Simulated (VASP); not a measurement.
# Nb3B5 (P4mm) in VASP: further runs

Runs on Nb3B5. Level: PBE. Tasks: single point.

Program: VASP 6.6.1. These are calculated values, not measurements. Logs are shortened: lines on timing, memory, paths and dates and some standing lists are left out, and cuts for length are marked.

## 1. The cell of the first run

It takes space group P4mm (No. 99, tetragonal). Conventional cell: a = 5.035 Å, b = 5.035 Å, c = 3.274 Å, α = 90.00°, β = 90.00°, γ = 90.00°. Within 3.3 Å of Nb (site symmetry 2mm) lie 10 B at 2.46 to 2.55 Å and 6 Nb at 3.00 to 3.27 Å. Within 3.0 Å of Nb (site symmetry 4mm) lie 4 B at 2.28 Å and 4 Nb at 3.00 Å. B (site symmetry m) has 3 B at 1.77 to 1.81 Å and 1 Nb at 2.28 Å within 2.3 Å. B (site symmetry 4mm) has 4 B at 1.77 Å within 2.3 Å.

## 2. Single point, PBE

Contents of INCAR:

```
PREC = Accurate
ENCUT = 520
EDIFF = 1E-6
ISMEAR = 0
SIGMA = 0.2
LREAL = False
LASPH = True
NELM = 100
ALGO = Normal
ISIF = 2
LWAVE = False
LCHARG = False
GGA = PE
NBANDS = 37
```

Contents of KPOINTS:

```
Automatic mesh
0
Gamma
  4 4 3
```

Contents of POSCAR:

```
Nb3B5
1.0
    5.0349520296      0.0000000000      0.0000000000
    0.0000000000      5.0349520296      0.0000000000
    0.0000000000      0.0000000000      3.2735445427
Nb B
3 5
Direct
    0.5000000000      0.0000000000      0.1117590814
    0.0000000000      0.5000000000      0.1117590814
    0.5000000000      0.5000000000      0.6158382641
    0.1798117394      0.1798117394      0.6086834408
    0.8201882606      0.8201882606      0.6086834408
    0.8201882606      0.1798117394      0.6086834408
    0.1798117394      0.8201882606      0.6086834408
    0.0000000000      0.0000000000     -0.0199542102
```

Potentials or basis: VASP PAW PBE potentials, release 64 (Nb_sv, B).

The run is started by

```bash
$ cat potpaw_PBE.64/Nb_sv/POTCAR potpaw_PBE.64/B/POTCAR > POTCAR
$ mpirun -np 1 vasp_std > vasp.out
```

OUTCAR:

```text
PREC = Accurate
   ENCUT = 520
   EDIFF = 1E-6
   ISMEAR = 0
   LREAL = False
   LASPH = True
   NELM = 100
   ISIF = 2
   GGA = PE

 ion  position               nearest neighbor table
   1  0.500  0.000  0.112-   4 2.46   5 2.46   6 2.46   7 2.46   4 2.48   5 2.48   6 2.48   7 2.48
                             8 2.55   8 2.55   3 3.00   3 3.00   3 3.01   3 3.01
   2  0.000  0.500  0.112-   4 2.46   5 2.46   6 2.46   7 2.46   4 2.48   5 2.48   6 2.48   7 2.48
                             8 2.55   8 2.55   3 3.00   3 3.00   3 3.01   3 3.01
   3  0.500  0.500  0.616-   4 2.28   5 2.28   6 2.28   7 2.28   1 3.00   2 3.00   1 3.00   2 3.00
                             1 3.01   1 3.01   2 3.01   2 3.01
   4  0.180  0.180  0.609-   8 1.77   7 1.81   6 1.81   3 2.28   1 2.46   2 2.46   1 2.48   2 2.48

   5  0.820  0.820  0.609-   8 1.77   7 1.81   6 1.81   3 2.28   1 2.46   2 2.46   1 2.48   2 2.48

   6  0.820  0.180  0.609-   8 1.77   5 1.81   4 1.81   3 2.28   1 2.46   2 2.46   1 2.48   2 2.48

   7  0.180  0.820  0.609-   8 1.77   5 1.81   4 1.81   3 2.28   1 2.46   2 2.46   1 2.48   2 2.48

   8  0.000  0.000  0.980-   4 1.77   5 1.77   6 1.77   7 1.77   1 2.55   2 2.55   2 2.55   1 2.55

  LATTYP: Found a simple tetragonal cell.
 ALAT       =     5.0349520296
 C/A-ratio  =     0.6501639983

  Lattice vectors:

 A1 = (   5.0349520296,   0.0000000000,   0.0000000000)
 A2 = (   0.0000000000,   5.0349520296,   0.0000000000)
 A3 = (   0.0000000000,   0.0000000000,   3.2735445427)

Analysis of symmetry for initial positions (statically):
=====================================================================
 Subroutine PRICEL returns:
 Original cell was already a primitive cell.

 Routine SETGRP: Setting up the symmetry group for a
 simple tetragonal supercell.

 Subroutine GETGRP returns: Found  8 space group operations
 (whereof  8 operations were pure point group operations)
 out of a pool of 16 trial point group operations.

The static configuration has the point symmetry C_4v.

Analysis of symmetry for dynamics (positions and initial velocities):
=====================================================================
 Subroutine PRICEL returns:
 Original cell was already a primitive cell.

 Routine SETGRP: Setting up the symmetry group for a
 simple tetragonal supercell.

 Subroutine GETGRP returns: Found  8 space group operations
 (whereof  8 operations were pure point group operations)
 out of a pool of 16 trial point group operations.

The dynamic configuration has the point symmetry C_4v.

 Subroutine INISYM returns: Found  8 space group operations
 (whereof  8 operations are pure point group operations),
 and found     1 'primitive' translations

----------------------------------------------------------------------------------------

                                     Primitive cell

  volume of cell :      82.9868

  direct lattice vectors                    reciprocal lattice vectors
     5.034952030  0.000000000  0.000000000     0.198611624  0.000000000  0.000000000
     0.000000000  5.034952030  0.000000000     0.000000000  0.198611624  0.000000000
     0.000000000  0.000000000  3.273544543     0.000000000  0.000000000  0.305479271

  length of vectors
     5.034952030  5.034952030  3.273544543     0.198611624  0.198611624  0.305479271

  position of ions in fractional coordinates (direct lattice)
     0.500000000  0.000000000  0.111759081
     0.000000000  0.500000000  0.111759081
     0.500000000  0.500000000  0.615838264
     0.179811739  0.179811739  0.608683441
     0.820188261  0.820188261  0.608683441
     0.820188261  0.179811739  0.608683441
     0.179811739  0.820188261  0.608683441
     0.000000000  0.000000000  0.980045790

  ion indices of the primitive-cell ions
   primitive index   ion index
                 1           1
                 2           2
                 3           3
                 4           4
                 5           5
                 6           6
                 7           7
                 8           8

----------------------------------------------------------------------------------------

 KPOINTS: Automatic mesh

Automatic generation of k-mesh.
 Grid dimensions read from file:
 generate k-points for:    4    4    3

 Generating k-lattice:

  Cartesian coordinates                     Fractional coordinates (reciprocal lattice)
     0.049652906  0.000000000  0.000000000     0.250000000  0.000000000  0.000000000
     0.000000000  0.049652906  0.000000000     0.000000000  0.250000000  0.000000000
     0.000000000  0.000000000  0.101826424     0.000000000  0.000000000  0.333333333

  Length of vectors
     0.049652906  0.049652906  0.101826424

  Shift w.r.t. Gamma in fractional coordinates (k-lattice)
     0.000000000  0.000000000  0.000000000

 Subroutine IBZKPT returns following result:
 ===========================================

 Found     12 irreducible k-points:

 Following reciprocal coordinates:
            Coordinates               Weight
  0.000000  0.000000  0.000000      1.000000
  0.250000  0.000000  0.000000      4.000000
  0.500000  0.000000  0.000000      2.000000
  0.250000  0.250000  0.000000      4.000000
  0.500000  0.250000  0.000000      4.000000
  0.500000  0.500000  0.000000      1.000000
  0.000000  0.000000  0.333333      2.000000
  0.250000  0.000000  0.333333      8.000000
  0.500000  0.000000  0.333333      4.000000
  0.250000  0.250000  0.333333      8.000000
  0.500000  0.250000  0.333333      8.000000
  0.500000  0.500000  0.333333      2.000000
   k-points           NKPTS =     12   k-points in BZ     NKDIM =     12   number of bands    NBANDS=     37
   number of dos      NEDOS =    301   number of ions     NIONS =      8
   total plane-waves  NPLWV =  38400
   dimension x,y,z NGX =    40 NGY =   40 NGZ =   24
   dimension x,y,z NGXF=    80 NGYF=   80 NGZF=   48
   ions per type =               3   5
   NGX,Y,Z   is equivalent  to a cutoff of  13.21, 13.21, 12.19 a.u.
   NGXF,Y,Z  is equivalent  to a cutoff of  26.41, 26.41, 24.38 a.u.
 SYSTEM =  unknown system
   PREC   = accura    normal or accurate (medium, high low for compatibility)
   ISTART =      0    job   : 0-new  1-cont  2-samecut
   ICHARG =      2    charge: 1-file 2-atom 10-const
   ISPIN  =      1    spin polarized calculation?
   LNONCOLLINEAR =      F non collinear calculations
   LSORBIT =      F    spin-orbit coupling
   LASPH  =      T    aspherical Exc in radial PAW
   ENCUT  =  520.0 eV  38.22 Ry    6.18 a.u.   9.36  9.36  6.09*2*pi/ulx,y,z
   NELM   =    100;   NELMIN=  2; NELMDL= -5     # of ELM steps
   EDIFF  = 0.1E-05   stopping-criterion for ELM
   LREAL  =      F    real-space projection
   EDIFFG = 0.1E-04   stopping-criterion for IOM
   NSW    =      0    number of steps for IOM
   IBRION =     -1    ionic relax: 0-MD 1-quasi-New 2-CG
   NFREE  =      0    steps in history (QN), initial steepest desc. (CG)
   ISIF   =      2    stress and relaxation
   ISYM   =      2    0-nonsym 1-usesym 2-fastsym
   POTIM  = 0.5000    time-step for ionic-motion
   TEBEG  =    0.0;   TEEND  =   0.0 temperature during run
   PSTRESS=    0.0 pullay stress
   NELECT =      54.0000    total number of electrons
   NUPDOWN=      -1.0000    fix difference up-down
   EMIN   =  10.00;   EMAX   =-10.00  energy-range for DOS
   EFERMI =   0.00;   METHOD = LEGACY
   ISMEAR =     0;   SIGMA  =   0.20  broadening in eV -4-tet -1-fermi 0-gaus
   EFERMI_NEDOS =   21; number of points for ismear=-14 and -15
   IALGO  =     38    algorithm
   IMIX   =      4    mixing-type and parameters
     AMIX     =   0.40;   BMIX     =  1.00
     AMIX_MAG =   1.60;   BMIX_MAG =  1.00
  volume/ion in A,a.u.               =      10.37        70.00
  Fermi-wavevector in a.u.,A,eV,Ry     =   1.418632  2.680826 27.381956  2.012517
  Thomas-Fermi vector in A             =   2.539737
   LORBIT       =      0    0 simple, 1 ext, 2 COOP (PROOUT), +10 PAW based schemes
   GGA     = PE    functional components
   LHFCALC =     F    Hartree Fock is set to
   AEXX    =    0.0000 exact exchange contribution
   IVDW    =     0    specifies the selected vdW correction
   LEPSILON=     F    determine dielectric tensor
   LRPA    =     F    only Hartree local field effects (RPA)
 non-spin polarized calculation
 Gauss-broadening in eV      SIGMA  =   0.20
  energy-cutoff  :      520.00
  volume of cell :       82.99
 maximum number of plane-waves:      2256
 NGX is ok and might be reduce to    40
   NGX = 19   NGY = 19   NGZ = 13

 number of electron      54.0000002 magnetization

 Free energy of the ion-electron system (eV)
  ---------------------------------------------------
  ext. energy  EPLUGINS =         0.00000000
  ---------------------------------------------------
  free energy    TOTEN  =       -66.40497488 eV

  energy without entropy =      -66.36657921  energy(sigma->0) =      -66.38577705

 E-fermi :  11.1508     XC(G=0): -12.6981

 val. band max:       10.9676892614   @ k =   0.5000   0.2500   0.3333
 cond. band min:      11.1599428926   @ k =   0.5000   0.5000   0.3333
 fundamental gap:      0.1922536312
 Fermi energy:        11.1508210359

 k-point     1 :       0.0000    0.0000    0.0000
  band No.  band energies     occupation
      1     -44.4721      2.00000
      2     -44.4501      2.00000
      3     -43.4379      2.00000
      4     -20.7223      2.00000
      5     -20.7223      2.00000
      6     -20.5258      2.00000
[... 29 lines left out ...]
     36      15.2156      0.00000
     37      15.4625      0.00000

 k-point     2 :       0.2500    0.0000    0.0000
  band No.  band energies     occupation
      1     -44.4681      2.00000
      2     -44.4524      2.00000
      3     -43.4399      2.00000
      4     -20.6996      2.00000
      5     -20.6946      2.00000
      6     -20.5482      2.00000
[... 29 lines left out ...]
     36      15.0995      0.00000
     37      15.2874      0.00000
[... 358 lines left out ...]
     36      15.2901      0.00000
     37      15.9021      0.00000

 k-point    12 :       0.5000    0.5000    0.3333
  band No.  band energies     occupation
      1     -44.4406      2.00000
      2     -44.4406      2.00000
      3     -43.4298      2.00000
      4     -20.7584      2.00000
      5     -20.7584      2.00000
      6     -20.7180      2.00000
[... 29 lines left out ...]
     36      15.6062      0.00000
     37      15.6228      0.00000

------------------------ aborting loop because EDIFF is reached ----------------------------------------

  FORCE on cell =-STRESS in cart. coord.  units (eV):
  Direction    XX          YY          ZZ          XY          YZ          ZX
  --------------------------------------------------------------------------------------
  -------------------------------------------------------------------------------------
  Total       -0.1489581     -0.1489581     -0.1217072      0.0000000     -0.0000000      0.0000000
  in kB       -2.8758463     -2.8758463     -2.3497302      0.0000000     -0.0000000      0.0000000
  external PRESSURE =      -2.7004743 kB  Pullay stress =       0.0000000 kB

 VOLUME and BASIS-vectors are now :
 -----------------------------------------------------------------------------
  energy-cutoff  :      520.00
  volume of cell :       82.99
      direct lattice vectors                 reciprocal lattice vectors
     5.034952030  0.000000000  0.000000000     0.198611624  0.000000000  0.000000000
     0.000000000  5.034952030  0.000000000     0.000000000  0.198611624  0.000000000
     0.000000000  0.000000000  3.273544543     0.000000000  0.000000000  0.305479271

 POSITION                                       TOTAL-FORCE (eV/Angst)
 -----------------------------------------------------------------------------------
      2.51748      0.00000      0.36585         0.000000     -0.000000      0.001190
      0.00000      2.51748      0.36585         0.000000     -0.000000      0.001190
      2.51748      2.51748      2.01597         0.000000     -0.000000     -0.003924
      0.90534      0.90534      1.99255         0.010468      0.010468     -0.003956
      4.12961      4.12961      1.99255        -0.010468     -0.010468     -0.003956
      4.12961      0.90534      1.99255        -0.010468      0.010468     -0.003956
      0.90534      4.12961      1.99255         0.010468     -0.010468     -0.003956
      0.00000      0.00000      3.20822        -0.000000     -0.000000      0.017368
 -----------------------------------------------------------------------------------
    total drift:                                0.000000      0.000000      0.000857

  FREE ENERGIE OF THE ION-ELECTRON SYSTEM (eV)
  ---------------------------------------------------
  free  energy   TOTEN  =       -66.4049748831 eV

  energy  without entropy=      -66.3665792105  energy(sigma->0) =      -66.38577705
```

It took 22 s on 1 thread of Intel Xeon 6975P-C (Granite Rapids), shared host; peak memory 0.19 GiB.

Results:

```
Free energy            : -66.4050 eV
Pressure               : -0.3 GPa
Largest force          : 0.017 eV/Å
Band gap on the k mesh : zero (band 27 reaches 11.79 eV, above the bottom of band 28 at 10.58 eV)
```

Forces on the atoms (eV/Å):
```
Nb   0.000  0.000  0.001
Nb   0.000  0.000  0.001
Nb   0.000  0.000 -0.004
B    0.010  0.010 -0.004
B   -0.010 -0.010 -0.004
B   -0.010  0.010 -0.004
B    0.010 -0.010 -0.004
B    0.000  0.000  0.017
```

Caveat: the k points lie up to 0.64 Å⁻¹ apart.

(Continued in part 2 of 2.)
